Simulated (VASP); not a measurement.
Crystal: Si2Ni.

```xyz
3
Lattice="0.0000 2.7234 2.7234 2.7234 0.0000 2.7234 2.7234 2.7234 0.0000" Properties=species:S:1:pos:R:3 pbc="T T T"
Si    1.3617    1.3617    1.3617
Si    4.0851    4.0851    4.0851
Ni    0.0000    0.0000    0.0000
```

```yaml
Program: VASP 6.6.1
Task: relaxation of cell and atoms
Functional: PBE
Dispersion: D3(BJ)
Potentials_or_basis: VASP PAW PBE potentials, release 64 (Si, Ni)
Cutoff: 600 eV
k_mesh: 14 × 14 × 14
Occupations: gaussian, width 0.1 eV
Spin: no spin polarisation
```

At the start: pressure -5.5 GPa; volume 13.47 Å³/atom.

How do energy, volume and symmetry change on relaxing?

Over 4 steps the energy falls by 8.3 meV/atom and the volume is 12.98 Å³/atom (-3.6 %); space group Fm-3m (No. 225, to 0.1 Å) before and after.

Step by step:
| step | energy change (eV) | largest force (eV/Å) | pressure (GPa) | volume (Å³) |
| --- | --- | --- | --- | --- |
| 1 | 0.0000 | 0.0000 | -5.46 | 40.40 |
| 2 | -0.0065 | 0.0000 | 5.32 | 37.77 |
| 3 | -0.0248 | 0.0000 | -0.08 | 38.96 |
| 4 | -0.0248 | 0.0000 | 0.05 | 38.93 |

Final structure:
```
CELL_PARAMETERS angstrom
0.00000 2.68996 2.68996
2.68996 0.00000 2.68996
2.68996 2.68996 0.00000
ATOMIC_POSITIONS crystal
Si 0.25000 0.25000 0.25000
Si 0.75000 0.75000 0.75000
Ni 0.00000 0.00000 0.00000
```
